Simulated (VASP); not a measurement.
Input of a VASP 6.6.1 run:

The input INCAR:

```
PREC = Accurate
ENCUT = 520
EDIFF = 1E-7
ISMEAR = 0
SIGMA = 0.1
LREAL = F
LASPH = T
NELM = 120
ALGO = Normal
ISIF = 2
LWAVE = F
LCHARG = F
LDIPOL = T
IDIPOL = 3
DIPOL = 0.5 0.5 0.358
GGA = CA
IBRION = 2
NSW = 36
EDIFFG = -0.025
GGA_COMPAT = F
NELMIN = 4
NELMDL = -8
```

The input KPOINTS:

```
regular mesh
0
Gamma
  12 12 1
```

Contents of POSCAR:

```
W3C
1.0
    2.8090103839      0.0000000000      0.0000000000
   -1.4045051920      2.4326743520      0.0000000000
    0.0000000000      0.0000000000     20.1144288635
W C
3 1
Selective dynamics
Direct
    0.6666666667      0.3333333333      0.1988622211  F F F
    0.3333333333      0.6666666667      0.3135698338  F F F
    0.0000000000      0.0000000000      0.4282711143  F F F
    0.3333333333      0.6666666667      0.4909127140  F F T
```

Potentials or basis: VASP PAW LDA potentials, release 64 (W_sv, C).

Run with:

```sh
$ cat potpaw_LDA.64/W_sv/POTCAR potpaw_LDA.64/C/POTCAR > POTCAR
$ mpirun -np 1 vasp_std > vasp.out
```

Question: What does it give for the band gap on the k mesh?

Answer: Zero (bands 23 and 24 overlap by 0.57 eV).

Question: Estimate the energy gained by relaxing.

Answer: 58.6 meV/atom.

The path:
```
step  energy change (eV)  largest force on free atoms (eV/Å)  pressure (GPa)
   1              0.0000                              2.7555           -0.54
   2             -0.2275                              0.5225            2.74
   3             -0.2343                              0.0096            3.45
```

Caveat: spin-orbit coupling is left out, which moves the levels of the heavy elements.
